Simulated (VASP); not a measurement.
# Si6N in VASP: single point with PBE

Aim: the single point of Si6N with PBE.

Program: VASP 6.6.1. These are calculated values, not measurements. Logs are shortened: lines on timing, memory, paths and dates and some standing lists are left out, and cuts for length are marked.

**1. The cell of the first run**

The cell holds a slab with vacuum, 7 atoms: a = 3.851 Å, b = 3.851 Å, c = 22.533 Å, α = 90.00°, β = 90.00°, γ = 120.00°.

**2. Single point, PBE, collinear spin, ferromagnetic start**

Input file INCAR:

```
  PREC = Accurate
  ENCUT = 520
  EDIFF = 1E-7
  ISMEAR = 0
  SIGMA = 0.05
  LREAL = F
  LASPH = T
  NELM = 150
  ALGO = Normal
  ISIF = 2
  LWAVE = F
  LCHARG = T
  ISPIN = 2
  MAGMOM = 0 0 0 0 0 0 3
  LORBIT = 11
  LDIPOL = T
  IDIPOL = 3
  DIPOL = 0.5 0.5 0.363
  GGA = PE
  LELF = T
  LVHAR = T
  LVACPOTAV = T
  NBANDS = 28
```

Input file KPOINTS:

```
regular mesh
0
Gamma
  9 9 1
```

Input file POSCAR:

```
Si6N
1.0
    3.8512806261      0.0000000000      0.0000000000
   -1.9256403131      3.3353068593      0.0000000000
    0.0000000000      0.0000000000     22.5327139716
Si N
6 1
Direct
    0.6666666667      0.3333333333      0.1775196723
    0.3333333333      0.6666666667      0.2130730340
    0.3333333333      0.6666666667      0.3187592658
    0.6666666667      0.3333333333      0.3526875901
    0.6666666667      0.3333333333      0.4598337302
    0.3333333333      0.6666666667      0.4896309422
    0.5000000000      1.3333333333      0.5290398693
```

Potentials or basis: VASP PAW PBE potentials, release 64 (Si, N).

The run is started by

```bash
> cat potpaw_PBE.64/Si/POTCAR potpaw_PBE.64/N/POTCAR > POTCAR
> mpirun -np 1 vasp_std > vasp.out
```

OUTCAR:

```text
PREC = Accurate
   ENCUT = 520
   EDIFF = 1E-7
   ISMEAR = 0
   LREAL = F
   LASPH = T
   NELM = 150
   ISIF = 2
   ISPIN = 2
   LORBIT = 11
   GGA = PE

 ion  position               nearest neighbor table
   1  0.667  0.333  0.178-   2 2.36   2 2.36   2 2.36
   2  0.333  0.667  0.213-   1 2.36   1 2.36   1 2.36   3 2.38
   3  0.333  0.667  0.319-   4 2.35   4 2.35   4 2.35   2 2.38
   4  0.667  0.333  0.353-   3 2.35   3 2.35   3 2.35   5 2.41
   5  0.667  0.333  0.460-   7 1.69   6 2.32   6 2.32   6 2.32   4 2.41
   6  0.333  0.667  0.490-   7 1.92   5 2.32   5 2.32   5 2.32
   7  0.500  0.333  0.529-   5 1.69   6 1.92

  LATTYP: Found a hexagonal cell.
 ALAT       =     3.8512806261
 C/A-ratio  =     5.8507068581

  Lattice vectors:

 A1 = (   3.8512806261,   0.0000000000,   0.0000000000)
 A2 = (  -1.9256403131,   3.3353068593,   0.0000000000)
 A3 = (   0.0000000000,   0.0000000000,  22.5327139716)

Analysis of symmetry for initial positions (statically):
=====================================================================
 Subroutine PRICEL returns:
 Original cell was already a primitive cell.

 Routine SETGRP: Setting up the symmetry group for a
 hexagonal supercell.

 Subroutine GETGRP returns: Found  1 space group operations
 (whereof  1 operations were pure point group operations)
 out of a pool of 24 trial point group operations.

The static configuration has the point symmetry C_1 .

Analysis of symmetry for dynamics (positions and initial velocities):
=====================================================================
 Subroutine PRICEL returns:
 Original cell was already a primitive cell.

 Routine SETGRP: Setting up the symmetry group for a
 hexagonal supercell.

 Subroutine GETGRP returns: Found  1 space group operations
 (whereof  1 operations were pure point group operations)
 out of a pool of 24 trial point group operations.

The dynamic configuration has the point symmetry C_1 .

Analysis of structural, dynamic, and magnetic symmetry:
=====================================================================
 Subroutine PRICEL returns:
 Original cell was already a primitive cell.

 Routine SETGRP: Setting up the symmetry group for a
 hexagonal supercell.

 Subroutine GETGRP returns: Found  1 space group operations
 (whereof  1 operations were pure point group operations)
 out of a pool of 24 trial point group operations.

The overall configuration has the point symmetry C_1 .

 Subroutine INISYM returns: Found  1 space group operations
 (whereof  1 operations are pure point group operations),
 and found     1 'primitive' translations

----------------------------------------------------------------------------------------

                                     Primitive cell

  volume of cell :     289.4373

  direct lattice vectors                    reciprocal lattice vectors
     3.851280626  0.000000000  0.000000000     0.259653891  0.149911244  0.000000000
    -1.925640313  3.335306859  0.000000000     0.000000000  0.299822488  0.000000000
     0.000000000  0.000000000 22.532713972     0.000000000  0.000000000  0.044379918

  length of vectors
     3.851280626  3.851280626 22.532713972     0.299822488  0.299822488  0.044379918

  position of ions in fractional coordinates (direct lattice)
     0.666666667  0.333333333  0.177519672
     0.333333333  0.666666667  0.213073034
     0.333333333  0.666666667  0.318759266
     0.666666667  0.333333333  0.352687590
     0.666666667  0.333333333  0.459833730
     0.333333333  0.666666667  0.489630942
     0.500000000  0.333333333  0.529039869

  ion indices of the primitive-cell ions
   primitive index   ion index
                 1           1
                 2           2
                 3           3
                 4           4
                 5           5
                 6           6
                 7           7

----------------------------------------------------------------------------------------

 KPOINTS: regular mesh

Automatic generation of k-mesh.
 Grid dimensions read from file:
 generate k-points for:    9    9    1

[... 52 lines left out ...]
   NGXF,Y,Z  is equivalent  to a cutoff of  25.90, 25.90, 24.79 a.u.
 SYSTEM =  unknown system
   PREC   = accura    normal or accurate (medium, high low for compatibility)
   ISTART =      0    job   : 0-new  1-cont  2-samecut
   ICHARG =      2    charge: 1-file 2-atom 10-const
   ISPIN  =      2    spin polarized calculation?
   LNONCOLLINEAR =      F non collinear calculations
   LSORBIT =      F    spin-orbit coupling
   LASPH  =      T    aspherical Exc in radial PAW
   ENCUT  =  520.0 eV  38.22 Ry    6.18 a.u.   7.16  7.16 41.90*2*pi/ulx,y,z
   NELM   =    150;   NELMIN=  2; NELMDL= -5     # of ELM steps
   EDIFF  = 0.1E-06   stopping-criterion for ELM
   LREAL  =      F    real-space projection
   EDIFFG = 0.1E-05   stopping-criterion for IOM
   NSW    =      0    number of steps for IOM
   IBRION =     -1    ionic relax: 0-MD 1-quasi-New 2-CG
   NFREE  =      0    steps in history (QN), initial steepest desc. (CG)
   ISIF   =      2    stress and relaxation
   ISYM   =      2    0-nonsym 1-usesym 2-fastsym
   POTIM  = 0.5000    time-step for ionic-motion
   TEBEG  =    0.0;   TEEND  =   0.0 temperature during run
   PSTRESS=    0.0 pullay stress
   NELECT =      29.0000    total number of electrons
   NUPDOWN=      -1.0000    fix difference up-down
   EMIN   =  10.00;   EMAX   =-10.00  energy-range for DOS
   EFERMI =   0.00;   METHOD = LEGACY
   ISMEAR =     0;   SIGMA  =   0.05  broadening in eV -4-tet -1-fermi 0-gaus
   EFERMI_NEDOS =   21; number of points for ismear=-14 and -15
   IALGO  =     38    algorithm
   IMIX   =      4    mixing-type and parameters
     AMIX     =   0.40;   BMIX     =  1.00
     AMIX_MAG =   1.60;   BMIX_MAG =  1.00
  volume/ion in A,a.u.               =      41.35       279.03
  Fermi-wavevector in a.u.,A,eV,Ry     =   0.760366  1.436883  7.866296  0.578156
  Thomas-Fermi vector in A             =   1.859367
   LORBIT       =     11    0 simple, 1 ext, 2 COOP (PROOUT), +10 PAW based schemes
   GGA     = PE    functional components
   LHFCALC =     F    Hartree Fock is set to
   AEXX    =    0.0000 exact exchange contribution
   IVDW    =     0    specifies the selected vdW correction
   LEPSILON=     F    determine dielectric tensor
   LRPA    =     F    only Hartree local field effects (RPA)
 spin polarized calculation
 Gauss-broadening in eV      SIGMA  =   0.05
  energy-cutoff  :      520.00
  volume of cell :      289.44
 maximum number of plane-waves:      7845
 NGX is ok and might be reduce to    30
   NGX = 15   NGY = 15   NGZ = 83

 dipolmoment           0.000000      0.000000     -0.358902 electrons x Angstroem

 number of electron      29.0000000 magnetization       0.5454420

 number of electron      29.0000000 magnetization      -0.9614482

 dipolmoment           0.000000      0.000000      0.104430 electrons x Angstroem

 Free energy of the ion-electron system (eV)
  ---------------------------------------------------
  ext. energy  EPLUGINS =         0.00000000
  ---------------------------------------------------
  free energy    TOTEN  =       -36.98031401 eV

  energy without entropy =      -36.97865826  energy(sigma->0) =      -36.97948613

 E-fermi :  -0.4972     XC(G=0):  -4.7712

 val. band max:       -0.5005506596   @ k =  -0.2222   0.1111   0.0000
 cond. band min:      -0.4806066919   @ k =  -0.1111   0.1111   0.0000
 fundamental gap:      0.0199439677
 Fermi energy:        -0.4972309482

 spin component 1

 k-point     1 :       0.0000    0.0000    0.0000
  band No.  band energies     occupation
      1     -16.5354      1.00000
      2     -12.1044      1.00000
      3     -10.8683      1.00000
      4      -9.2088      1.00000
      5      -5.8601      1.00000
      6      -5.1332      1.00000
[... 685 lines left out ...]
     25       5.8336      0.00000
     26       6.1686      0.00000

 [... further k-points ...]

 spin component 2

 k-point     1 :       0.0000    0.0000    0.0000
  band No.  band energies     occupation
      1     -16.5845      1.00000
      2     -12.2127      1.00000
      3     -11.0404      1.00000
      4      -9.2776      1.00000
      5      -6.1070      1.00000
      6      -5.1737      1.00000
[... 685 lines left out ...]
     25       5.6217      0.00000
     26       5.9319      0.00000

 [... further k-points ...]

 [bands above 26 left out]

------------------------ aborting loop because EDIFF is reached ----------------------------------------

  FORCE on cell =-STRESS in cart. coord.  units (eV):
  Direction    XX          YY          ZZ          XY          YZ          ZX
  --------------------------------------------------------------------------------------
  -------------------------------------------------------------------------------------
  Total        2.9688441     -0.7733526      0.8933503      2.1388120      1.1658665     -3.1737094
  in kB       16.4340084     -4.2808859      4.9451322     11.8393735      6.4536432    -17.5680383
  external PRESSURE =       5.6994182 kB  Pullay stress =       0.0000000 kB

 VOLUME and BASIS-vectors are now :
 -----------------------------------------------------------------------------
  energy-cutoff  :      520.00
  volume of cell :      289.44
      direct lattice vectors                 reciprocal lattice vectors
     3.851280626  0.000000000  0.000000000     0.259653891  0.149911244  0.000000000
    -1.925640313  3.335306859  0.000000000     0.000000000  0.299822488  0.000000000
     0.000000000  0.000000000 22.532713972     0.000000000  0.000000000  0.044379918

 POSITION                                       TOTAL-FORCE (eV/Angst)
 -----------------------------------------------------------------------------------
      1.92564      1.11177      4.00000         0.004595      0.016194      0.426140
     -0.00000      2.22354      4.80111        -0.050657     -0.006543     -0.612610
     -0.00000      2.22354      7.18251         0.023521     -0.002569     -0.024778
      1.92564      1.11177      7.94701        -0.446809      0.011738      0.430446
      1.92564      1.11177     10.36130         3.080113     -0.344780     -1.923287
     -0.00000      2.22354     11.03271         0.403854     -0.838205      1.664309
      1.28376      1.11177     11.92070        -3.014618      1.164166      0.039779
 -----------------------------------------------------------------------------------
    total drift:                                0.000115      0.000007     -0.000092

  FREE ENERGIE OF THE ION-ELECTRON SYSTEM (eV)
  ---------------------------------------------------
  free  energy   TOTEN  =       -36.9803140083 eV

  energy  without entropy=      -36.9786582575  energy(sigma->0) =      -36.97948613

 vacuum level on the upper side and lower side of the slab         5.658         4.187

 total charge

# of ion       s       p       d       tot
------------------------------------------
    1        0.793   0.846   0.000   1.640
    2        0.756   0.913   0.000   1.669
    3        0.764   0.916   0.000   1.679
    4        0.761   0.908   0.000   1.669
    5        0.751   0.971   0.000   1.722
    6        0.796   0.815   0.000   1.611
    7        1.314   2.320   0.000   3.634
--------------------------------------------------
tot          5.934   7.690   0.000  13.624

 magnetization (x)

# of ion       s       p       d       tot
------------------------------------------
    1       -0.036  -0.176   0.000  -0.212
    2       -0.003  -0.015   0.000  -0.018
    3       -0.008  -0.040   0.000  -0.048
    4       -0.003  -0.010   0.000  -0.013
    5       -0.003  -0.012   0.000  -0.015
    6       -0.003  -0.008   0.000  -0.012
    7       -0.001  -0.037   0.000  -0.039
--------------------------------------------------
tot         -0.058  -0.298   0.000  -0.357
```

Wall time 47 min (1 thread of Oxide Virtual Turin-like, shared host); peak memory 0.76 GiB.

Results:

```
Free energy                                           : -36.9803 eV
Largest force                                         : 3.648 eV/Å
Band gap on the k mesh                                : zero (filled and empty bands overlap)
Net moment                                            : -0.96 μB per cell
Site moments                                          : Si -0.21, -0.02, -0.05, -0.01 (each value once); N -0.04 μB
Valence electrons inside the program's atomic spheres : Si 1.64, 1.67, 1.68, 1.72, 1.61 (each value once); N 3.63
```

Forces in eV/Å, atoms in the order of the input:
```
Si   0.005  0.016  0.426
Si  -0.051 -0.007 -0.613
Si   0.024 -0.003 -0.025
Si  -0.447  0.012  0.430
Si   3.080 -0.345 -1.923
Si   0.404 -0.838  1.664
N   -3.015  1.164  0.040
```

Levels at points of the mesh, in eV from the Fermi level:
Spin up:
```
           k point  band 10  band 11  band 12  band 13  band 14  band 15  band 16  band 17  band 18  band 19
(0.00, 0.00, 0.00)    -1.18    -1.13    -0.36    -0.21    -0.03     0.15     1.43     1.60     2.13     2.54
```
Spin down:
```
           k point  band 13  band 14  band 15  band 16  band 17  band 18
(0.00, 0.00, 0.00)    -0.47    -0.34    -0.11     1.29     1.47     2.06
```

Caveat: a moment this small can come from the mesh or the smearing.
